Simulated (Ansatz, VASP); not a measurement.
## MgO: VASP beside Ansatz

Contents of INCAR:

```
SYSTEM = MgO
PREC = Accurate
ENCUT = 600
EDIFF = 1E-6
ISMEAR = 0
SIGMA = 0.05
LREAL = .False.
LASPH = .True.
NELM = 120
ALGO = Normal
ISIF = 2
LWAVE = .False.
LCHARG = .False.
GGA = PE
NBANDS = 11
GGA_COMPAT = .False.
```

File KPOINTS:

```
regular mesh
0
Gamma
  10 10 10
  0 0 0
```

Contents of POSCAR:

```
MgO
1.0
    0.0000000000      2.1351500000      2.1351500000
    2.1351500000      0.0000000000      2.1351500000
    2.1351500000      2.1351500000      0.0000000000
Mg O
1 1
Direct
    0.0000000000      0.0000000000      0.0000000000
    0.5000000000      0.5000000000      0.5041396786
```

Input for Ansatz:

```yaml
crystal:
  lattice:
    - [0.0, 2.13515, 2.13515]
    - [2.13515, 0.0, 2.13515]
    - [2.13515, 2.13515, 0.0]
  atoms:
    - { symbol: Mg, position: [0.0, 0.0, 0.0] }
    - { symbol: O, position: [0.5, 0.5, 0.5041396786] }
basis:
  ecutwfc: 420
kpoints:
  mp_grid: { grid: [10, 10, 10] }
hamiltonian:
  xc: pbe
scf:
  occupations: { method: gaussian, width: 0.05 }
output:
  forces: true
  stress: true
  eigenvalues: true
```

Change from the starting cell: all O atoms moved +0.013 Å, as atom 2 along Cartesian [1 1 0].

Alike in both runs: task single point; functional PBE; k mesh 10 × 10 × 10; occupations gaussian, width 0.05 eV; no spin polarisation.

|  | VASP | Ansatz |
| --- | --- | --- |
| version | VASP 6.6.1 | Ansatz 0.2.0 |
| potentials or method | VASP PAW PBE potentials, release 64 (Mg, O), cutoff 600 eV | scalar-relativistic, plane waves, PAW |
| valence electrons in the cell | 8 | 16 |

Ansatz gave:

| Quantity | Value |
| --- | --- |
| gap on the k mesh at the Fermi level (eV) | 4.35 |
| least direct gap on the mesh (eV) | 4.35 |
| pressure (GPa) | -1.7 |
| rms of the force components (eV/Å) | 0.032 |

Task: What did VASP give for the same quantities?

Result: gap on the k mesh at the Fermi level (eV): 4.34; least direct gap on the mesh (eV): 4.34; pressure (GPa): -2.7; rms of the force components (eV/Å): 0.033.

Atom by atom the forces differ by 0.000 eV/Å (rms over components). VASP's potentials hold 8 valence electrons a cell and Ansatz's 16, so a difference there can come from the potentials and not from the codes.
